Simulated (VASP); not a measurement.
# Sc2Ru (Fm-3m) in VASP: notebook, part 3 of 3

VASP 6.6.1. Earlier steps stand in the parts before.

## 4. Relaxation of cell and atoms, PBE

This run uses another cell than the first one, of 21.31 Å³/atom, 1.266 times its volume.

INCAR reads:

```
SYSTEM = Sc2Ru
PREC = Accurate ; ENCUT = 600
EDIFF = 1E-6 ; ISMEAR = 0
SIGMA = 0.1 ; LREAL = .False.
LASPH = .True. ; NELM = 60
ALGO = Fast ; ISIF = 3
LWAVE = .False. ; LCHARG = .False.
GGA = PE ; IBRION = 2
NSW = 100 ; EDIFFG = -0.01
```

KPOINTS reads:

```
Automatic mesh
0
Gamma
  12 12 12
  0 0 0
```

POSCAR reads:

```
Sc2Ru
1.0
    0.0000000000      3.1737554167      3.1737554167
    3.1737554167      0.0000000000      3.1737554167
    3.1737554167      3.1737554167      0.0000000000
Sc Ru
2 1
Direct
    0.2500000000      0.2500000000      0.2500000000
    0.7500000000      0.7500000000      0.7500000000
    0.0000000000      0.0000000000      0.0000000000
```

Potentials or basis: VASP PAW PBE potentials, release 64 (Sc_sv, Ru_pv).

Run with:

```console
> cat potpaw_PBE.64/Sc_sv/POTCAR potpaw_PBE.64/Ru_pv/POTCAR > POTCAR
> mpirun -np 1 vasp_std > vasp.out
```

OUTCAR:

```text
SYSTEM = Sc2Ru
   PREC = Accurate
   ENCUT = 600
   EDIFF = 1E-6
   ISMEAR = 0
   LREAL = .False.
   LASPH = .True.
   NELM = 60
   ISIF = 3
   GGA = PE
   IBRION = 2
   NSW = 100
   EDIFFG = -0.01

 ion  position               nearest neighbor table
   1  0.250  0.250  0.250-   3 2.75   3 2.75   3 2.75   3 2.75   2 3.17   2 3.17   2 3.17   2 3.17
                             2 3.17   2 3.17
   2  0.750  0.750  0.750-   3 2.75   3 2.75   3 2.75   3 2.75   1 3.17   1 3.17   1 3.17   1 3.17
                             1 3.17   1 3.17
   3  0.000  0.000  0.000-   2 2.75   2 2.75   2 2.75   1 2.75   2 2.75   1 2.75   1 2.75   1 2.75

  LATTYP: Found a face centered cubic cell.
 ALAT       =     6.3475108334

  Lattice vectors:

 A1 = (   0.0000000000,   3.1737554167,   3.1737554167)
 A2 = (   3.1737554167,   0.0000000000,   3.1737554167)
 A3 = (   3.1737554167,   3.1737554167,   0.0000000000)

Analysis of symmetry for initial positions (statically):
=====================================================================
 Subroutine PRICEL returns:
 Original cell was already a primitive cell.

 Routine SETGRP: Setting up the symmetry group for a
 face centered cubic supercell.

 Subroutine GETGRP returns: Found 48 space group operations
 (whereof 48 operations were pure point group operations)
 out of a pool of 48 trial point group operations.

The static configuration has the point symmetry O_h .

Analysis of symmetry for dynamics (positions and initial velocities):
=====================================================================
 Subroutine PRICEL returns:
 Original cell was already a primitive cell.

 Routine SETGRP: Setting up the symmetry group for a
 face centered cubic supercell.

 Subroutine GETGRP returns: Found 48 space group operations
 (whereof 48 operations were pure point group operations)
 out of a pool of 48 trial point group operations.

The dynamic configuration has the point symmetry O_h .
[... 128 lines left out ...]
   AEXX    =    0.0000 exact exchange contribution
   IVDW    =     0    specifies the selected vdW correction
   LEPSILON=     F    determine dielectric tensor
   LRPA    =     F    only Hartree local field effects (RPA)
 conjugate gradient relaxation of ions
 non-spin polarized calculation
 RMM-DIIS sequential band-by-band and
 Gauss-broadening in eV      SIGMA  =   0.10
  energy-cutoff  :      600.00
  volume of cell :       63.94
 maximum number of plane-waves:      2159
   NGX = 17   NGY = 17   NGZ = 17

--------------------------------------- Ionic step        1  -------------------------------------------

 number of electron      36.0000000 magnetization

 Free energy of the ion-electron system (eV)
  ---------------------------------------------------
  ext. energy  EPLUGINS =         0.00000000
  ---------------------------------------------------
  free energy    TOTEN  =       -22.63136744 eV

  energy without entropy =      -22.62738038  energy(sigma->0) =      -22.62937391

------------------------ aborting loop because EDIFF is reached ----------------------------------------

  FORCE on cell =-STRESS in cart. coord.  units (eV):
  Direction    XX          YY          ZZ          XY          YZ          ZX
  --------------------------------------------------------------------------------------
  -------------------------------------------------------------------------------------
  Total        0.0696638      0.0696638      0.0696638     -0.0000000     -0.0000000     -0.0000000
  in kB        1.7456913      1.7456913      1.7456913     -0.0000000     -0.0000000     -0.0000000
  external PRESSURE =       1.7456913 kB  Pullay stress =       0.0000000 kB
[... 61 lines left out ...]
--------------------------------------- Ionic step        3  -------------------------------------------

 number of electron      36.0000000 magnetization

 Free energy of the ion-electron system (eV)
  ---------------------------------------------------
  ext. energy  EPLUGINS =         0.00000000
  ---------------------------------------------------
  free energy    TOTEN  =       -22.63139416 eV

  energy without entropy =      -22.62739464  energy(sigma->0) =      -22.62939440

 E-fermi :   5.1349     XC(G=0): -10.6051

 val. band max:        5.1325998434   @ k =  -0.2500   0.3333   0.0833
 cond. band min:       5.1903134008   @ k =  -0.2500   0.4167   0.1667
 fundamental gap:      0.0577135574
 Fermi energy:         5.1348836582

 k-point     1 :       0.0000    0.0000    0.0000
  band No.  band energies     occupation
      1     -44.1774      2.00000
      2     -44.0933      2.00000
      3     -36.5258      2.00000
      4     -36.5258      2.00000
      5     -36.5258      2.00000
      6     -22.9005      2.00000
[... 589 lines left out ...]
     21       6.9662      0.00000
     22       6.9878      0.00000

 [... further k-points ...]

------------------------ aborting loop because EDIFF is reached ----------------------------------------

  FORCE on cell =-STRESS in cart. coord.  units (eV):
  Direction    XX          YY          ZZ          XY          YZ          ZX
  --------------------------------------------------------------------------------------
  -------------------------------------------------------------------------------------
  Total       -0.0172453     -0.0172453     -0.0172453      0.0000000     -0.0000000      0.0000000
  in kB       -0.4316367     -0.4316367     -0.4316367      0.0000000     -0.0000000      0.0000000
  external PRESSURE =      -0.4316367 kB  Pullay stress =       0.0000000 kB
[... 18 lines left out ...]
  FREE ENERGIE OF THE ION-ELECTRON SYSTEM (eV)
  ---------------------------------------------------
  free  energy   TOTEN  =       -22.6313941562 eV

  energy  without entropy=      -22.6273946366  energy(sigma->0) =      -22.62939440

 reached required accuracy - stopping structural energy minimisation
```

OSZICAR:

```text
N       E                     dE             d eps       ncg     rms          rms(c)
DAV:   1     0.692444140637E+03    0.69244E+03   -0.19216E+04  3176   0.196E+03
DAV:   2     0.278193489715E+02   -0.66462E+03   -0.65956E+03  4008   0.719E+02
[... 43 lines left out ...]
RMM:   3    -0.226313299232E+02    0.18670E-02   -0.43361E-03  3592   0.759E-01    0.837E-02
RMM:   4    -0.226314387506E+02   -0.10883E-03   -0.25774E-03  3929   0.370E-01    0.636E-02
RMM:   5    -0.226313944674E+02    0.44283E-04   -0.69437E-04  3858   0.238E-01    0.366E-02
RMM:   6    -0.226313898256E+02    0.46418E-05   -0.98721E-05  3776   0.833E-02    0.594E-03
RMM:   7    -0.226313949645E+02   -0.51389E-05   -0.38466E-05  3187   0.527E-02    0.917E-03
RMM:   8    -0.226313941562E+02    0.80825E-06   -0.73244E-06  2389   0.257E-02
   3 F= -.22631394E+02 E0= -.22629394E+02  d E =-.267128E-04
```

CONTCAR:

```text
Sc2Ru
   1.00000000000000
    -0.0000000000000000    3.1750033788451777    3.1750033788451781
     3.1750033788451781    0.0000000000000000    3.1750033788451781
     3.1750033788451781    3.1750033788451777   -0.0000000000000000
  Sc              Ru
     2     1
Direct
     0.2500000000000000    0.2500000000000000    0.2500000000000000
     0.7500000000000000    0.7500000000000000    0.7500000000000000
     0.0000000000000000    0.0000000000000000    0.0000000000000000

  0.00000000E+00  0.00000000E+00  0.00000000E+00
  0.00000000E+00  0.00000000E+00  0.00000000E+00
  0.00000000E+00  0.00000000E+00  0.00000000E+00
```

Wall time 2.7 min (1 thread of Intel Xeon 6975P-C (Granite Rapids), shared host); peak memory 0.3 GiB.

Results:

```yaml
Free_energy: -22.6314 eV
Relaxed_volume: 21.34 Å³/atom
Relaxed_cell: a = 4.490 Å, b = 4.490 Å, c = 4.490 Å, α = 60.00°, β = 60.00°, γ = 60.00°
Space_group_after_relaxing_to_0.05_Å: Fm-3m (No. 225)
Energy_gained_by_relaxing: 0.0 meV/atom
Ionic_steps: 3
Pressure_after_relaxing: 0.0 GPa
Band_gap_on_the_k_mesh: zero (band 18 reaches 5.21 eV, above the bottom of band 19 at 5.01 eV)
```

Final structure:
```
Sc Ru
1.0
     0.00000    3.17500    3.17500
     3.17500    0.00000    3.17500
     3.17500    3.17500    0.00000
Sc Ru
2 1
Direct
  0.25000 0.25000 0.25000
  0.75000 0.75000 0.75000
  0.00000 0.00000 0.00000
```

## 5. Overview

```csv
task,cell,k mesh,cutoff (eV),gap on the mesh (eV),pressure (GPa),relaxed volume (Å³/atom)
relaxation of cell and atoms,"relaxed from a = 4.149 Å, angles 60.0°, 3 atoms",6 × 6 × 6,600,none,-0.1,21.39
single point,"a = 4.487 Å, angles 60.0°, 3 atoms",12 × 12 × 12,520,none,0.2,-
relaxation of cell and atoms,"relaxed from a = 4.488 Å, angles 60.0°, 3 atoms",12 × 12 × 12,600,none,0.0,21.34
```

Alike in all rows: level PBE; potentials or basis VASP PAW PBE potentials, release 64 (Sc_sv, Ru_pv); no spin polarisation; smearing gaussian 0.1 eV.

Caveats: the volume moved by over 15 % at a fixed basis, so the end points are rough (some runs).

Absolute energies hang on the potentials; compare differences alone.
